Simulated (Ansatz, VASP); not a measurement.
## Re in VASP and in Ansatz

```xyz
4
Lattice="2.7664 0.0000 0.0000 -1.3832 2.3958 0.0000 0.0000 0.0000 8.9388" Properties=species:S:1:pos:R:3 pbc="T T T"
Re    1.3832    0.7986    6.7041
Re    0.0000    0.0000    4.4694
Re    0.0000    1.5972    2.2347
Re    0.0000    0.0000    0.0000
```

Alike in both runs: task relaxation of cell and atoms; functional r2SCAN; k mesh 11 × 11 × 3; occupations fermi-dirac, width 0.05 eV; no spin polarisation.

```csv
,VASP,Ansatz
version,VASP 6.6.1,Ansatz 0.2.0
potentials or method,"VASP PAW PBE potentials, release 64 (Re)",Ansatz PAW
plane-wave cutoff (eV),600,500
valence electrons in the cell,28,60
```

VASP gave:

```
gap on the k mesh at the Fermi level, each at its own relaxed structure (eV) : none
relaxed volume (Å³/atom)                                                     : 14.69
relaxed cell length with the largest relative difference (Å)                 : 2.758
```

Question: What did Ansatz give for the same quantities?

Answer: gap on the k mesh at the Fermi level, each at its own relaxed structure (eV): none; relaxed volume (Å³/atom): 14.69; relaxed cell length with the largest relative difference (Å): 2.757.

VASP's potentials were made for PBE, not for r2SCAN. A gap of «none» marks a metal or a gap that the smearing closes. VASP's potentials hold 28 valence electrons a cell and Ansatz's 60, so a difference there can come from the potentials and not from the codes.

Neither program's run includes spin-orbit coupling. Noted on VASP's run: too few bands were computed for a metal, which touches its energy and stress. Noted on Ansatz's run: the plane-wave basis is chosen anew once the cell has moved, so the energies of steps on either side of that aren't comparable.
